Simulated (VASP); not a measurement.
# HRh8 in VASP: a series of runs

HRh8 is run at these levels: PBE+D3(BJ); tasks: single point.

Everything below comes from runs of VASP 6.6.1. Logs are shortened: lines on timing, memory, paths and dates and some standing lists are left out, and cuts for length are marked.

### 1 The cell of the first run

The cell holds a slab with vacuum, 9 atoms: a = 5.365 Å, b = 3.794 Å, c = 21.240 Å, α = 90.00°, β = 90.00°, γ = 90.00°.

### 2 Single point, PBE+D3(BJ)

Input file INCAR:

```
PREC = Accurate
ENCUT = 520
EDIFF = 1E-6
ISMEAR = 0
SIGMA = 0.1
LREAL = F
LASPH = T
NELM = 100
ALGO = Normal
ISIF = 2
LWAVE = F
LCHARG = F
LDIPOL = T
IDIPOL = 3
DIPOL = 0.5 0.5 0.305
GGA = PE
IVDW = 12
NBANDS = 70
```

Input file KPOINTS:

```
regular mesh
0
Gamma
  5 7 1
```

Input file POSCAR:

```
HRh8
1.0
    5.3650160441      0.0000000000      0.0000000000
    0.0000000000      3.7936392259      0.0000000000
    0.0000000000      0.0000000000     21.2400770646
Rh H
8 1
Direct
    0.2500000000      0.5000000000      0.1883232338
    0.7500000000      0.5000000000      0.1883232338
    0.0000000000      0.0000000000      0.2514705570
    0.5000000000      0.0000000000      0.2514705570
    0.2500000000      0.5000000000      0.3153506346
    0.7500000000      0.5000000000      0.3153506346
    0.0000000000      0.0000000000      0.3738252475
    0.5000000000      0.0000000000      0.3738252475
    0.1666666667      0.1250000000      0.4915272686
```

Potentials or basis: VASP PAW PBE potentials, release 64 (Rh_pv, H).

Started as:

```
> cat potpaw_PBE.64/Rh_pv/POTCAR potpaw_PBE.64/H/POTCAR > POTCAR
> mpirun -np 1 vasp_std > vasp.out
```

OUTCAR:

```text
PREC = Accurate
   ENCUT = 520
   EDIFF = 1E-6
   ISMEAR = 0
   LREAL = F
   LASPH = T
   NELM = 100
   ISIF = 2
   GGA = PE
   IVDW = 12
 IVDW          = 12

 ion  position               nearest neighbor table
   1  0.250  0.500  0.188-   2 2.68   2 2.68   4 2.68   3 2.68   4 2.68   3 2.68   5 2.70
   2  0.750  0.500  0.188-   1 2.68   1 2.68   4 2.68   3 2.68   4 2.68   3 2.68   6 2.70
   3  0.000  0.000  0.251-   7 2.60   4 2.68   4 2.68   2 2.68   1 2.68   2 2.68   1 2.68   5 2.69
                             5 2.69   6 2.69   6 2.69
   4  0.500  0.000  0.251-   8 2.60   3 2.68   3 2.68   2 2.68   1 2.68   2 2.68   1 2.68   5 2.69
                             5 2.69   6 2.69   6 2.69
   5  0.250  0.500  0.315-   7 2.63   8 2.63   7 2.63   8 2.63   6 2.68   6 2.68   4 2.69   4 2.69
                             3 2.69   3 2.69   1 2.70
   6  0.750  0.500  0.315-   7 2.63   8 2.63   7 2.63   8 2.63   5 2.68   5 2.68   4 2.69   4 2.69
                             3 2.69   3 2.69   2 2.70
   7  0.000  0.000  0.374-   3 2.60   5 2.63   6 2.63   5 2.63   6 2.63   8 2.68   8 2.68
   8  0.500  0.000  0.374-   4 2.60   5 2.63   6 2.63   5 2.63   6 2.63   7 2.68   7 2.68
   9  0.167  0.125  0.492-

  LATTYP: Found a simple orthorhombic cell.
 ALAT       =     3.7936392259
 B/A-ratio  =     1.4142135624
 C/A-ratio  =     5.5988658383

  Lattice vectors:

 A1 = (   0.0000000000,  -3.7936392259,   0.0000000000)
 A2 = (   5.3650160441,   0.0000000000,   0.0000000000)
 A3 = (   0.0000000000,   0.0000000000,  21.2400770646)

Analysis of symmetry for initial positions (statically):
=====================================================================
 Subroutine PRICEL returns:
 Original cell was already a primitive cell.

 Routine SETGRP: Setting up the symmetry group for a
 simple orthorhombic supercell.

 Subroutine GETGRP returns: Found  1 space group operations
 (whereof  1 operations were pure point group operations)
 out of a pool of  8 trial point group operations.

The static configuration has the point symmetry C_1 .

Analysis of symmetry for dynamics (positions and initial velocities):
=====================================================================
 Subroutine PRICEL returns:
 Original cell was already a primitive cell.

 Routine SETGRP: Setting up the symmetry group for a
 simple orthorhombic supercell.

 Subroutine GETGRP returns: Found  1 space group operations
 (whereof  1 operations were pure point group operations)
 out of a pool of  8 trial point group operations.

The dynamic configuration has the point symmetry C_1 .

 Subroutine INISYM returns: Found  1 space group operations
 (whereof  1 operations are pure point group operations),
 and found     1 'primitive' translations

----------------------------------------------------------------------------------------

                                     Primitive cell

  volume of cell :     432.2979

  direct lattice vectors                    reciprocal lattice vectors
     5.365016044  0.000000000  0.000000000     0.186392732  0.000000000  0.000000000
     0.000000000  3.793639226  0.000000000     0.000000000  0.263599130  0.000000000
     0.000000000  0.000000000 21.240077065     0.000000000  0.000000000  0.047080808

  length of vectors
     5.365016044  3.793639226 21.240077065     0.186392732  0.263599130  0.047080808

  position of ions in fractional coordinates (direct lattice)
     0.250000000  0.500000000  0.188323234
     0.750000000  0.500000000  0.188323234
     0.000000000  0.000000000  0.251470557
     0.500000000  0.000000000  0.251470557
     0.250000000  0.500000000  0.315350635
     0.750000000  0.500000000  0.315350635
     0.000000000  0.000000000  0.373825248
     0.500000000  0.000000000  0.373825248
     0.166666667  0.125000000  0.491527269

  ion indices of the primitive-cell ions
   primitive index   ion index
                 1           1
                 2           2
                 3           3
                 4           4
                 5           5
                 6           6
                 7           7
                 8           8
                 9           9

----------------------------------------------------------------------------------------

 KPOINTS: regular mesh

Automatic generation of k-mesh.
 Grid dimensions read from file:
 generate k-points for:    5    7    1

 Generating k-lattice:

  Cartesian coordinates                     Fractional coordinates (reciprocal lattice)
     0.037278546  0.000000000  0.000000000     0.200000000  0.000000000  0.000000000
     0.000000000  0.037657019  0.000000000     0.000000000  0.142857143  0.000000000
     0.000000000  0.000000000  0.047080808     0.000000000  0.000000000  1.000000000

  Length of vectors
     0.037278546  0.037657019  0.047080808

  Shift w.r.t. Gamma in fractional coordinates (k-lattice)
     0.000000000  0.000000000  0.000000000

 Subroutine IBZKPT returns following result:
 ===========================================

 Found     18 irreducible k-points:

 Following reciprocal coordinates:
            Coordinates               Weight
  0.000000  0.000000  0.000000      1.000000
  0.200000  0.000000  0.000000      2.000000
  0.400000  0.000000  0.000000      2.000000
  0.000000  0.142857  0.000000      2.000000
  0.200000  0.142857  0.000000      2.000000
 -0.200000  0.142857  0.000000      2.000000
[... 10 lines left out ...]
  0.400000  0.428571  0.000000      2.000000
 -0.400000  0.428571  0.000000      2.000000
   k-points           NKPTS =     18   k-points in BZ     NKDIM =     18   number of bands    NBANDS=     70
   number of dos      NEDOS =    301   number of ions     NIONS =      9
   total plane-waves  NPLWV = 179200
   dimension x,y,z NGX =    40 NGY =   28 NGZ =  160
   dimension x,y,z NGXF=    80 NGYF=   56 NGZF=  320
   ions per type =               8   1
   NGX,Y,Z   is equivalent  to a cutoff of  12.39, 12.27, 12.52 a.u.
   NGXF,Y,Z  is equivalent  to a cutoff of  24.79, 24.54, 25.05 a.u.
 SYSTEM =  unknown system
   PREC   = accura    normal or accurate (medium, high low for compatibility)
   ISTART =      0    job   : 0-new  1-cont  2-samecut
   ICHARG =      2    charge: 1-file 2-atom 10-const
   ISPIN  =      1    spin polarized calculation?
   LNONCOLLINEAR =      F non collinear calculations
   LSORBIT =      F    spin-orbit coupling
   LASPH  =      T    aspherical Exc in radial PAW
   ENCUT  =  520.0 eV  38.22 Ry    6.18 a.u.   9.98  7.05 39.49*2*pi/ulx,y,z
   NELM   =    100;   NELMIN=  2; NELMDL= -5     # of ELM steps
   EDIFF  = 0.1E-05   stopping-criterion for ELM
   LREAL  =      F    real-space projection
   EDIFFG = 0.1E-04   stopping-criterion for IOM
   NSW    =      0    number of steps for IOM
   IBRION =     -1    ionic relax: 0-MD 1-quasi-New 2-CG
   NFREE  =      0    steps in history (QN), initial steepest desc. (CG)
   ISIF   =      2    stress and relaxation
   ISYM   =      2    0-nonsym 1-usesym 2-fastsym
   POTIM  = 0.5000    time-step for ionic-motion
   TEBEG  =    0.0;   TEEND  =   0.0 temperature during run
   PSTRESS=    0.0 pullay stress
   NELECT =     121.0000    total number of electrons
   NUPDOWN=      -1.0000    fix difference up-down
   EMIN   =  10.00;   EMAX   =-10.00  energy-range for DOS
   EFERMI =   0.00;   METHOD = LEGACY
   ISMEAR =     0;   SIGMA  =   0.10  broadening in eV -4-tet -1-fermi 0-gaus
   EFERMI_NEDOS =   21; number of points for ismear=-14 and -15
   IALGO  =     38    algorithm
   IMIX   =      4    mixing-type and parameters
     AMIX     =   0.40;   BMIX     =  1.00
     AMIX_MAG =   1.60;   BMIX_MAG =  1.00
  volume/ion in A,a.u.               =      48.03       324.14
  Fermi-wavevector in a.u.,A,eV,Ry     =   1.070884  2.023676 15.603046  1.146792
  Thomas-Fermi vector in A             =   2.206607
   LORBIT       =      0    0 simple, 1 ext, 2 COOP (PROOUT), +10 PAW based schemes
   GGA     = PE    functional components
   LHFCALC =     F    Hartree Fock is set to
   AEXX    =    0.0000 exact exchange contribution
   IVDW    =    12    specifies the selected vdW correction
   LEPSILON=     F    determine dielectric tensor
   LRPA    =     F    only Hartree local field effects (RPA)
 non-spin polarized calculation
 Gauss-broadening in eV      SIGMA  =   0.10
  energy-cutoff  :      520.00
  volume of cell :      432.30
 maximum number of plane-waves:     11681
   NGX = 19   NGY = 15   NGZ = 79

 dipolmoment           0.000000      0.000000     -0.170411 electrons x Angstroem

 number of electron     121.0000043 magnetization

 dipolmoment           0.000000      0.000000      0.186290 electrons x Angstroem

 Free energy of the ion-electron system (eV)
  ---------------------------------------------------
  ext. energy  EPLUGINS =         0.00000000
  ---------------------------------------------------
  free energy    TOTEN  =       -53.16435121 eV

  energy without entropy =      -53.07343225  energy(sigma->0) =      -53.11889173

 E-fermi :  -0.8764     XC(G=0):  -4.7852

 val. band max:       -0.8824076898   @ k =   0.0000   0.0000   0.0000
 cond. band min:      -0.8757720508   @ k =   0.4000   0.1429   0.0000
 fundamental gap:      0.0066356390
 Fermi energy:        -0.8763641650

 k-point     1 :       0.0000    0.0000    0.0000
  band No.  band energies     occupation
      1     -47.8576      2.00000
      2     -47.8025      2.00000
      3     -47.7772      2.00000
      4     -47.5966      2.00000
      5     -47.5364      2.00000
      6     -47.4967      2.00000
[... 62 lines left out ...]
     69       2.3912      0.00000
     70       2.4990      0.00000
[... 1239 lines left out ...]
     69       1.6453      0.00000
     70       1.8076      0.00000

------------------------ aborting loop because EDIFF is reached ----------------------------------------

 vacuum level on the upper side and lower side of the slab       (xc-potential included)         0.629        -0.978

 Edisp (eV)   -3.12582

 E8    (eV) :    -1.4655

  FORCE on cell =-STRESS in cart. coord.  units (eV):
  Direction    XX          YY          ZZ          XY          YZ          ZX
  --------------------------------------------------------------------------------------
  -------------------------------------------------------------------------------------
  Total      -9.35665    -6.21030    -5.93436    -0.08516    -0.81974    -0.48364
  in kB     -34.67749   -23.01652   -21.99387    -0.31561    -3.03811    -1.79247
  external pressure =      -26.56 kB  Pullay stress =        0.00 kB

 VOLUME and BASIS-vectors are now :
 -----------------------------------------------------------------------------
  energy-cutoff  :      520.00
  volume of cell :      432.30
      direct lattice vectors                 reciprocal lattice vectors
     5.365016044  0.000000000  0.000000000     0.186392732  0.000000000  0.000000000
     0.000000000  3.793639226  0.000000000     0.000000000  0.263599130  0.000000000
     0.000000000  0.000000000 21.240077065     0.000000000  0.000000000  0.047080808

 POSITION                                       TOTAL-FORCE (eV/Angst)
 -----------------------------------------------------------------------------------
      1.34125      1.89682      4.00000        -0.019163      0.000966      0.647833
      4.02376      1.89682      4.00000         0.017901      0.022724      0.660600
      0.00000      0.00000      5.34125        -0.056999     -0.020319     -0.667676
      2.68251      0.00000      5.34125         0.053757     -0.007857     -0.493806
      1.34125      1.89682      6.69807        -0.050138      0.007777     -0.178416
      4.02376      1.89682      6.69807         0.026809      0.060329     -0.143460
      0.00000      0.00000      7.94008         0.525897      0.196965      1.337678
      2.68251      0.00000      7.94008        -0.287725      0.025424      0.483871
      0.89417      0.47420     10.44008        -0.210338     -0.286009     -1.646623
 -----------------------------------------------------------------------------------
    total drift:                                0.000041      0.000015      0.000593

  FREE ENERGIE OF THE ION-ELECTRON SYSTEM (eV)
  ---------------------------------------------------
  free  energy   TOTEN  =       -56.2901735101 eV

  energy  without entropy=      -56.1992545464  energy(sigma->0) =      -56.24471403

 vacuum level on the upper side and lower side of the slab         5.137         3.494
```

It took 24 min on 1 thread of Intel Xeon Platinum 8259CL at 2.50GHz (Skylake/Cascade Lake), shared host; peak memory 0.63 GiB.

What came out:

```yaml
Free_energy: -56.2902 eV
Largest_force: 1.684 eV/Å
Band_gap_on_the_k_mesh: zero (an odd number of electrons rules out a gap without spin polarisation)
Dispersion_energy_per_atom: -0.347 eV
```

Forces in eV/Å, atoms in the order of the input:
```
Rh  -0.019  0.001  0.648
Rh   0.018  0.023  0.661
Rh  -0.057 -0.020 -0.668
Rh   0.054 -0.008 -0.494
Rh  -0.050  0.008 -0.178
Rh   0.027  0.060 -0.143
Rh   0.526  0.197  1.338
Rh  -0.288  0.025  0.484
H   -0.210 -0.286 -1.647
```

### 3 Single point, PBE+D3(BJ)

Input file INCAR:

```
PREC     = Accurate       # precision mode
ENCUT    = 520            # plane-wave cutoff, eV
EDIFF    = 1E-6           # SCF threshold, eV
ISMEAR   = 0              # smearing method
SIGMA    = 0.1            # smearing width, eV
LREAL    = False          # projectors in reciprocal space
LASPH    = True           # aspherical terms in the spheres
NELM     = 60             # most SCF steps
ALGO     = Normal         # electronic algorithm
ISIF     = 2              # what is computed and relaxed
LWAVE    = False          # write WAVECAR
LCHARG   = False          # write CHGCAR
LDIPOL   = True         
IDIPOL   = 3            
DIPOL    = 0.5 0.5 0.305
GGA      = PE             # functional
IVDW     = 12             # dispersion correction
NBANDS   = 70             # bands
```

Input file KPOINTS:

```
Automatic mesh
0
Gamma
  5 7 1
```

POSCAR, as its differences from that of step 2:

```diff
@@ -16,2 +16,2 @@
     0.5000000000      0.0000000000      0.3738252475
-    0.1666666667      0.1250000000      0.4915272686
+    0.1666666667      0.3750000000      0.4915272686
```

Potentials or basis: VASP PAW PBE potentials, release 64 (Rh_pv, H).

Started as:

```
> cat potpaw_PBE.64/Rh_pv/POTCAR potpaw_PBE.64/H/POTCAR > POTCAR
> mpirun -np 1 vasp_std > vasp.out
```

Wall time 22 min (1 thread of Intel Xeon Platinum 8259CL at 2.50GHz (Skylake/Cascade Lake), shared host); peak memory 0.63 GiB.

Results (log left out):

```
Free energy                : -55.9075 eV
Largest force              : 1.216 eV/Å
Band gap on the k mesh     : zero (an odd number of electrons rules out a gap without spin polarisation)
Dispersion energy per atom : -0.348 eV
```

Forces on the atoms (eV/Å):
```
Rh  -0.013  0.003  0.680
Rh   0.003  0.027  0.663
Rh  -0.030 -0.032 -0.643
Rh   0.035  0.000 -0.564
Rh   0.009  0.002 -0.162
Rh  -0.007  0.062 -0.063
Rh   0.280  0.270  0.932
Rh  -0.154  0.029  0.311
H   -0.123 -0.361 -1.154
```

Levels at points of the mesh, in eV from the Fermi level:
```tsv
k point	band 56	band 57	band 58	band 59	band 60	band 61	band 62	band 63	band 64	band 65
(0.00, 0.00, 0.00)	-0.36	-0.08	-0.01	0.01	0.13	0.16	0.29	0.34	0.40	0.66
```
